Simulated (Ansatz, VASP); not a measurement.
# One calculation of ScAsS, two programs

```
Sc As S
1.0
     4.37074    0.00000    0.00000
     0.00000    4.37074    0.00000
     0.00000    0.00000    4.20586
Sc As S
1 1 1
Direct
  0.50000 0.50000 0.00000
  0.00000 0.00000 0.00000
  0.50000 0.50000 0.50000
```

Alike in both runs: task single point; functional PBE; k mesh 4 × 4 × 4; occupations gaussian, width 0.1 eV; no spin polarisation.

```csv
,VASP,Ansatz
version,VASP 6.6.1,Ansatz 0.2.0
potentials or method,"VASP PAW PBE potentials, release 64 (Sc_sv, As, S), cutoff 520 eV","scalar-relativistic, plane waves, PAW"
valence electrons in the cell,22,32
```

```tsv
	VASP	Ansatz	Ansatz less VASP
gap on the k mesh at the Fermi level (eV)	none	none	-
pressure (GPa)	10.4	10.3	-0.09
traceless stress, the component that is largest in VASP (GPa)	35.94	35.72	-0.217
```

A gap of «none» marks a metal or a gap that the smearing closes. VASP's potentials hold 22 valence electrons a cell and Ansatz's 32, so a difference there can come from the potentials and not from the codes.

The k mesh is coarse, so the values compare programs but aren't converged.
